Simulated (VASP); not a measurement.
Input of a VASP 6.6.1 run:

POSCAR

```
VH
1.0
    0.0000000000      1.8229873378      1.8229873378
    1.8229873378      0.0000000000      1.8229873378
    1.8229873378      1.8229873378      0.0000000000
V H
1 1
Direct
    0.0000000000      0.0000000000      0.0000000000
    0.5000000000      0.5000000000      0.5000000000
```

The input INCAR.step1:

```
ALGO     = Normal         # electronic algorithm
EDIFF    = 1E-4           # SCF threshold, eV
ENCUT    = 520            # plane-wave cutoff, eV
GGA      = PE             # functional
ISMEAR   = -1             # smearing method
LASPH    = True           # aspherical terms in the spheres
LCHARG   = False          # write CHGCAR
LREAL    = False          # projectors in reciprocal space
LWAVE    = True           # write WAVECAR
NBANDS   = 14             # bands
NELM     = 100            # most SCF steps
PREC     = Accurate       # precision mode
SIGMA    = 0.05           # smearing width, eV
```

Contents of INCAR.step2:

```
ALGO     = Normal         # electronic algorithm
EDIFF    = 1E-8           # SCF threshold, eV
ENCUT    = 520            # plane-wave cutoff, eV
ISIF     = 2              # what is computed and relaxed
ISMEAR   = -1             # smearing method
ISTART   = 1            
LASPH    = True           # aspherical terms in the spheres
LCHARG   = False          # write CHGCAR
LEFG     = True         
LMIXTAU  = True         
LREAL    = False          # projectors in reciprocal space
LWAVE    = False          # write WAVECAR
METAGGA  = R2SCAN         # meta-GGA
NBANDS   = 14             # bands
NELM     = 100            # most SCF steps
PREC     = Accurate       # precision mode
SIGMA    = 0.05           # smearing width, eV
```

KPOINTS

```
k-points
0
Gamma
  16 16 16
```

Potentials or basis: VASP PAW PBE potentials, release 64 (V_sv, H).

Run with:

```sh
$ cat potpaw_PBE.64/V_sv/POTCAR potpaw_PBE.64/H/POTCAR > POTCAR
$ cp INCAR.step1 INCAR
$ mpirun -np 1 vasp_std > vasp.out
$ cp INCAR.step2 INCAR
$ mpirun -np 1 vasp_std > vasp.out
```

**Question.** Predict the band gap on the k mesh.

**Answer.** Zero (bands 7 and 8 overlap by 3.31 eV).

**Question.** Predict the pressure.

**Answer.** 72.5 GPa.

Caveat: the cell stands under pressure; the PAW data sets were made with another functional, which shifts forces and pressure a little.
